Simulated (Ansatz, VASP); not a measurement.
**BeS in VASP and in Ansatz**

INCAR

```
  PREC = Accurate
  ENCUT = 600
  EDIFF = 1E-6
  ISMEAR = 0
  SIGMA = 0.05
  LREAL = F
  LASPH = T
  NELM = 120
  ALGO = Normal
  ISIF = 2
  LWAVE = F
  LCHARG = F
  GGA = B5
  ALDAX = 1.0
  AGGAX = 1.0
  AGGAC = 1.0
  ALDAC = 0.0
  IVDW = 12
  VDW_S6 = 1.0
  VDW_S8 = 2.6996
  VDW_A1 = 0.4298
  VDW_A2 = 4.2359
  NBANDS = 11
  GGA_COMPAT = F
```

The input KPOINTS:

```
Automatic mesh
0
Gamma
  8 8 8
```

File POSCAR:

```
BeS
1.0
    0.0000000000      2.3833055921      2.3833055921
    2.3833055921      0.0000000000      2.3833055921
    2.3833055921      2.3833055921      0.0000000000
Be S
1 1
Direct
    0.0000000000      0.0000000000      0.0000000000
    0.7500000000      0.7500000000      0.7500000000
```

Input for Ansatz:

```yaml
crystal:
  lattice:
    - [0.0, 2.3833055921, 2.3833055921]
    - [2.3833055921, 0.0, 2.3833055921]
    - [2.3833055921, 2.3833055921, 0.0]
  atoms:
    - { symbol: Be, position: [0.0, 0.0, 0.0] }
    - { symbol: S, position: [0.75, 0.75, 0.75] }
basis:
  ecutwfc: 420
  ecutrho_ratio: 4
kpoints:
  mp_grid: { grid: [8, 8, 8] }
hamiltonian:
  xc: blyp
  dispersion: d3bj
scf:
  occupations: { method: gaussian, width: 0.05 }
output:
  forces: true
  stress: true
  eigenvalues: true
```

Alike in both runs: task single point; functional BLYP; dispersion D3(BJ); k mesh 8 × 8 × 8; occupations gaussian, width 0.05 eV; no spin polarisation.

|  | VASP | Ansatz |
| --- | --- | --- |
| version | VASP 6.6.1 | Ansatz 0.2.0 |
| potentials or method | VASP PAW PBE potentials, release 64 (Be, S), cutoff 600 eV | scalar-relativistic, plane waves, PAW |
| valence electrons in the cell | 8 | 8 |

Ansatz gave:

* gap on the k mesh at the Fermi level (eV): 3.27
* least direct gap on the mesh (eV): 5.73
* pressure (GPa): 2.1

**Question.** Estimate VASP's values.

**Answer.** gap on the k mesh at the Fermi level (eV): 3.30; least direct gap on the mesh (eV): 5.77; pressure (GPa): 1.9.

VASP's potentials were made for PBE, not for BLYP.
